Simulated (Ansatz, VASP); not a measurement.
**Two plane-wave programs on In4SbAs3**

```
CELL_PARAMETERS angstrom
4.38998 0.00000 0.00000
-2.19499 3.80183 0.00000
0.00000 0.00000 14.45606
ATOMIC_POSITIONS crystal
As 0.66667 0.33333 0.99297
As 0.66667 0.33333 0.50742
As 0.33333 0.66667 0.75008
Sb 0.33333 0.66667 0.24805
In 0.66667 0.33333 0.80898
In 0.66667 0.33333 0.32454
In 0.33333 0.66667 0.56624
In 0.33333 0.66667 0.05172
```

Alike in both runs: task single point; functional PBE; k mesh 6 × 6 × 2; occupations fermi-dirac, width 0.02 eV; no spin polarisation.

|  | VASP | Ansatz |
| --- | --- | --- |
| version | VASP 6.6.1 | Ansatz 0.2.0 |
| potentials or method | VASP PAW PBE potentials, release 64 (As, Sb, In_d) | plane waves, PAW |
| plane-wave cutoff (eV) | 520 | 420 |
| valence electrons in the cell | 72 | 112 |

```tsv
	VASP	Ansatz	Ansatz less VASP
pressure (GPa)	1.8	1.8	-0.03
rms of the force components (eV/Å)	0.013	0.013	0.0000
```

Atom by atom the forces differ by 0.002 eV/Å (rms over components). VASP's potentials hold 72 valence electrons a cell and Ansatz's 112, so a difference there can come from the potentials and not from the codes.

Neither program's run includes spin-orbit coupling.
